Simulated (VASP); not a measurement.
The system is MnS.

```
Mn S
1.0
     0.00000    2.54312    2.54312
     2.54312    0.00000    2.54312
     2.54312    2.54312    0.00000
Mn S
1 1
Direct
  0.00000 0.00000 0.00000
  0.50000 0.50000 0.50000
```

Base run:

* Program: VASP 6.6.1
* Functional: PBE
* Potentials or basis: VASP PAW PBE potentials, release 64 (Mn_pv, S)
* Cutoff: 520 eV
* k mesh: 12 × 12 × 12
* Occupations: gaussian, width 0.05 eV
* Spin: no spin polarisation

Its results: pressure -21.2 GPa.

**Question.** The run is repeated on the same cell with these changes: spin from no spin polarisation to collinear spin, ferromagnetic start; further incar settings from ALGO = Normal; EDIFF = 1e-06; NBANDS = 16 to ALGO = Normal; EDIFF = 1e-06; NBANDS = 20. What comes out?

**Answer.** Pressure 0.0 GPa; net moment 4.45 μB per cell; site moments Mn +4.07; S +0.08 μB.

Caveats: the cell stands under tension (at least some runs); a cell with one magnetic atom can't hold antiferromagnetic order, which such compounds often take (at least some runs).
